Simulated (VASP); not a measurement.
# MgB2 (P6/mmm) in VASP: single point with r2SCAN

Aim: the single point of MgB2 with r2SCAN.

Everything below comes from runs of VASP 6.6.1. Logs are shortened: lines on timing, memory, paths and dates and some standing lists are left out, and cuts for length are marked.

## (1) The cell of the first run

The structure is hexagonal, space group P6/mmm (No. 191). Conventional cell: a = 3.106 Å, b = 3.106 Å, c = 3.560 Å, α = 90.00°, β = 90.00°, γ = 120.00°. Within 3.3 Å of Mg (site symmetry 6/mmm) lie 12 B at 2.53 Å and 6 Mg at 3.11 Å. Within 2.4 Å of B (site symmetry -6m2) lie 3 B at 1.79 Å.

## (2) Single point, r2SCAN (9.92 Å³/atom)

Contents of POSCAR:

```
MgB2
1.0
    3.1062196689      0.0000000000      0.0000000000
   -1.5531098345      2.6900651430      0.0000000000
    0.0000000000      0.0000000000      3.5603519882
Mg B
1 2
Direct
    0.0000000000      0.0000000000      0.0000000000
    0.3333333333      0.6666666667      0.5000000000
    0.6666666667      0.3333333333      0.5000000000
```

Contents of INCAR.step1:

```
SYSTEM = MgB2
PREC     = Accurate       ! precision mode
ENCUT    = 920            ! plane-wave cutoff, eV
ISMEAR   = 0              ! smearing method
SIGMA    = 0.05           ! smearing width, eV
LREAL    = .FALSE.        ! projectors in reciprocal space
LASPH    = .TRUE.         ! aspherical terms in the spheres
NELM     = 120            ! most SCF steps
NBANDS   = 15             ! bands
GGA      = PE             ! functional
ALGO     = Normal         ! electronic algorithm
EDIFF    = 1E-5           ! SCF threshold, eV
LWAVE    = .TRUE.         ! write WAVECAR
LCHARG   = .FALSE.        ! write CHGCAR
GGA_COMPAT= .FALSE.
```

Contents of INCAR.step2:

```
SYSTEM = MgB2
PREC     = Accurate       ! precision mode
ENCUT    = 920            ! plane-wave cutoff, eV
EDIFF    = 1E-6           ! SCF threshold, eV
ISMEAR   = 0              ! smearing method
SIGMA    = 0.05           ! smearing width, eV
LREAL    = .FALSE.        ! projectors in reciprocal space
LASPH    = .TRUE.         ! aspherical terms in the spheres
NELM     = 120            ! most SCF steps
ALGO     = Normal         ! electronic algorithm
ISIF     = 2              ! what is computed and relaxed
LWAVE    = .FALSE.        ! write WAVECAR
LCHARG   = .FALSE.        ! write CHGCAR
METAGGA  = R2SCAN         ! meta-GGA
LMIXTAU  = .TRUE.       
NBANDS   = 15             ! bands
ISTART   = 1            
GGA_COMPAT= .FALSE.
```

Contents of KPOINTS:

```
Automatic mesh
0
G
  8 8 6
  0 0 0
```

Potentials or basis: VASP PAW PBE potentials, release 64 (Mg_sv, B).

The run is started by

```bash
> cat potpaw_PBE.64/Mg_sv/POTCAR potpaw_PBE.64/B/POTCAR > POTCAR
> cp INCAR.step1 INCAR
> mpirun -np 1 vasp_std > vasp.out
> cp INCAR.step2 INCAR
> mpirun -np 1 vasp_std > vasp.out
```

OUTCAR:

```text
SYSTEM = MgB2
   PREC = Accurate
   ENCUT = 920
   EDIFF = 1E-6
   ISMEAR = 0
   LREAL = .FALSE.
   LASPH = .TRUE.
   NELM = 120
   ISIF = 2
   METAGGA = R2SCAN
   ISTART = 1

 ion  position               nearest neighbor table
   1  0.000  0.000  0.000-
   2  0.333  0.667  0.500-   3 1.79   3 1.79   3 1.79
   3  0.667  0.333  0.500-   2 1.79   2 1.79   2 1.79

  LATTYP: Found a hexagonal cell.
 ALAT       =     3.1062196689
 C/A-ratio  =     1.1462009670

  Lattice vectors:

 A1 = (   3.1062196689,   0.0000000000,   0.0000000000)
 A2 = (  -1.5531098345,   2.6900651430,   0.0000000000)
 A3 = (   0.0000000000,   0.0000000000,   3.5603519882)

Analysis of symmetry for initial positions (statically):
=====================================================================
 Subroutine PRICEL returns:
 Original cell was already a primitive cell.

 Routine SETGRP: Setting up the symmetry group for a
 hexagonal supercell.

 Subroutine GETGRP returns: Found 24 space group operations
 (whereof 24 operations were pure point group operations)
 out of a pool of 24 trial point group operations.

The static configuration has the point symmetry D_6h.

Analysis of symmetry for dynamics (positions and initial velocities):
=====================================================================
 Subroutine PRICEL returns:
 Original cell was already a primitive cell.

 Routine SETGRP: Setting up the symmetry group for a
 hexagonal supercell.

 Subroutine GETGRP returns: Found 24 space group operations
 (whereof 24 operations were pure point group operations)
 out of a pool of 24 trial point group operations.

The dynamic configuration has the point symmetry D_6h.

 Subroutine INISYM returns: Found 24 space group operations
 (whereof 24 operations are pure point group operations),
 and found     1 'primitive' translations

----------------------------------------------------------------------------------------

                                     Primitive cell

  volume of cell :      29.7501

  direct lattice vectors                    reciprocal lattice vectors
     3.106219669  0.000000000  0.000000000     0.321934733  0.185869105  0.000000000
    -1.553109835  2.690065143  0.000000000     0.000000000  0.371738210  0.000000000
     0.000000000  0.000000000  3.560351988     0.000000000  0.000000000  0.280871106
[... 95 lines left out ...]
   TEBEG  =    0.0;   TEEND  =   0.0 temperature during run
   PSTRESS=    0.0 pullay stress
   NELECT =      16.0000    total number of electrons
   NUPDOWN=      -1.0000    fix difference up-down
   EMIN   =  10.00;   EMAX   =-10.00  energy-range for DOS
   EFERMI =   0.00;   METHOD = LEGACY
   ISMEAR =     0;   SIGMA  =   0.05  broadening in eV -4-tet -1-fermi 0-gaus
   EFERMI_NEDOS =   21; number of points for ismear=-14 and -15
   IALGO  =     38    algorithm
   IMIX   =      4    mixing-type and parameters
     AMIX     =   0.40;   BMIX     =  1.00
     AMIX_MAG =   1.60;   BMIX_MAG =  1.00
  volume/ion in A,a.u.               =       9.92        66.92
  Fermi-wavevector in a.u.,A,eV,Ry     =   1.331329  2.515848 24.115483  1.772438
  Thomas-Fermi vector in A             =   2.460349
   LORBIT       =      0    0 simple, 1 ext, 2 COOP (PROOUT), +10 PAW based schemes
   METAGGA = R2SCAN    functional components
   LHFCALC =     F    Hartree Fock is set to
   AEXX    =    0.0000 exact exchange contribution
   IVDW    =     0    specifies the selected vdW correction
   LEPSILON=     F    determine dielectric tensor
   LRPA    =     F    only Hartree local field effects (RPA)
 non-spin polarized calculation
 Gauss-broadening in eV      SIGMA  =   0.05
  energy-cutoff  :      920.00
  volume of cell :       29.75
 maximum number of plane-waves:      1914
 NGX is ok and might be reduce to    32
   NGX = 15   NGY = 15   NGZ = 17

 number of electron      15.9999998 magnetization

 Free energy of the ion-electron system (eV)
  ---------------------------------------------------
  ext. energy  EPLUGINS =         0.00000000
  ---------------------------------------------------
  free energy    TOTEN  =       -19.38788039 eV

  energy without entropy =      -19.38621239  energy(sigma->0) =      -19.38704639

 E-fermi :   4.9959     XC(G=0): -11.7044

 val. band max:        4.9951042593   @ k =   0.1250   0.0000   0.3333
 cond. band min:       5.0466552430   @ k =   0.3750   0.1250   0.0000
 fundamental gap:      0.0515509837
 Fermi energy:         4.9958543340

 k-point     1 :       0.0000    0.0000    0.0000
  band No.  band energies     occupation
      1     -73.4150      2.00000
      2     -38.5238      2.00000
      3     -38.5238      2.00000
      4     -38.5041      2.00000
      5      -8.1105      2.00000
      6       1.8456      2.00000
      7       5.3432      0.00000
      8       5.3432      0.00000
      9       6.7994      0.00000
     10      11.5135      0.00000
     11      11.5135      0.00000
     12      13.2120      0.00000
     13      15.5562      0.00000
     14      18.5832      0.00000
[... 401 lines left out ...]
      2     -38.5539      2.00000
      3     -38.5308      2.00000
      4     -38.5037      2.00000
      5      -4.9063      2.00000
      6      -0.7251      2.00000
      7       0.8976      2.00000
      8       3.1675      2.00000
      9       6.2035      0.00000
     10      10.6138      0.00000
     11      14.8333      0.00000
     12      15.2470      0.00000
     13      15.8505      0.00000
     14      18.6101      0.00000
     15      19.0425      0.00000

 [... further k-points ...]

------------------------ aborting loop because EDIFF is reached ----------------------------------------

  FORCE on cell =-STRESS in cart. coord.  units (eV):
  Direction    XX          YY          ZZ          XY          YZ          ZX
  --------------------------------------------------------------------------------------
  -------------------------------------------------------------------------------------
  Total       -0.9959084     -0.9959084     -0.9575144      0.0000000      0.0000000      0.0000000
  in kB      -53.6342353    -53.6342353    -51.5665426      0.0000000      0.0000000      0.0000000
  external PRESSURE =     -52.9450044 kB  Pullay stress =       0.0000000 kB

 VOLUME and BASIS-vectors are now :
 -----------------------------------------------------------------------------
  energy-cutoff  :      920.00
  volume of cell :       29.75
      direct lattice vectors                 reciprocal lattice vectors
     3.106219669  0.000000000  0.000000000     0.321934733  0.185869105  0.000000000
    -1.553109835  2.690065143  0.000000000     0.000000000  0.371738210  0.000000000
     0.000000000  0.000000000  3.560351988     0.000000000  0.000000000  0.280871106

 POSITION                                       TOTAL-FORCE (eV/Angst)
 -----------------------------------------------------------------------------------
      0.00000      0.00000      0.00000         0.000000      0.000000      0.000000
     -0.00000      1.79338      1.78018         0.000000     -0.000000      0.000000
      1.55311      0.89669      1.78018         0.000000      0.000000     -0.000000
 -----------------------------------------------------------------------------------
    total drift:                                0.000000     -0.000000      0.000000

  FREE ENERGIE OF THE ION-ELECTRON SYSTEM (eV)
  ---------------------------------------------------
  free  energy   TOTEN  =       -19.3878803895 eV

  energy  without entropy=      -19.3862123869  energy(sigma->0) =      -19.38704639
```

OUTCAR.step1:

```text
SYSTEM = MgB2
   PREC = Accurate
   ENCUT = 920
   ISMEAR = 0
   LREAL = .FALSE.
   LASPH = .TRUE.
   NELM = 120
[... 657 lines left out ...]
      0.00000      0.00000      0.00000        -0.000000      0.000000      0.000000
     -0.00000      1.79338      1.78018         0.000000     -0.000000      0.000000
      1.55311      0.89669      1.78018        -0.000000      0.000000     -0.000000
 -----------------------------------------------------------------------------------
    total drift:                                0.000000     -0.000000      0.000000

  FREE ENERGIE OF THE ION-ELECTRON SYSTEM (eV)
  ---------------------------------------------------
  free  energy   TOTEN  =       -15.2879050680 eV

  energy  without entropy=      -15.2852226986  energy(sigma->0) =      -15.28656388
```

OSZICAR.step1:

```text
N       E                     dE             d eps       ncg     rms          rms(c)
DAV:   1     0.127461683064E+03    0.12746E+03   -0.12744E+04  1200   0.173E+03
DAV:   2    -0.119379010482E+02   -0.13940E+03   -0.13294E+03  1466   0.389E+02
DAV:   3    -0.169054409891E+02   -0.49675E+01   -0.49150E+01  1835   0.669E+01
DAV:   4    -0.169796487065E+02   -0.74208E-01   -0.74195E-01  1277   0.768E+00
DAV:   5    -0.169811775907E+02   -0.15289E-02   -0.15289E-02  1718   0.933E-01    0.692E+00
DAV:   6    -0.155546743535E+02    0.14265E+01   -0.86764E-01  1466   0.694E+00    0.318E+00
DAV:   7    -0.152927252073E+02    0.26195E+00   -0.48912E-01  1543   0.447E+00    0.782E-01
DAV:   8    -0.152934307397E+02   -0.70553E-03   -0.55600E-02  1368   0.212E+00    0.434E-01
DAV:   9    -0.152878460885E+02    0.55847E-02   -0.58294E-03  1410   0.613E-01    0.672E-02
DAV:  10    -0.152878996503E+02   -0.53562E-04   -0.62597E-04  1431   0.213E-01    0.342E-02
DAV:  11    -0.152879238010E+02   -0.24151E-04   -0.21158E-05  1512   0.433E-02    0.194E-02
DAV:  12    -0.152879058363E+02    0.17965E-04   -0.30547E-05  1424   0.381E-02    0.717E-03
DAV:  13    -0.152879050680E+02    0.76832E-06   -0.14548E-06   719   0.120E-02
   1 F= -.15287905E+02 E0= -.15286564E+02  d E =-.268237E-02
```

It took 3.4 min on 1 thread of Intel Xeon Platinum 8375C at 2.90GHz (Ice Lake), shared host; peak memory 0.21 GiB.

Results:

| Quantity | Value |
| --- | --- |
| Free energy | -19.3879 eV |
| Pressure | -5.3 GPa |
| Band gap on the k mesh | zero (bands 8 and 9 overlap by 2.57 eV) |

Stress tensor (GPa, compression positive):
```
-5.36  0.00  0.00
 0.00 -5.36  0.00
 0.00  0.00 -5.16
```

Caveat: the cell stands under tension; the PAW data sets were made with another functional, which shifts forces and pressure a little.

The gap in the log of VASP goes by the Fermi energy; the results here count the filled bands.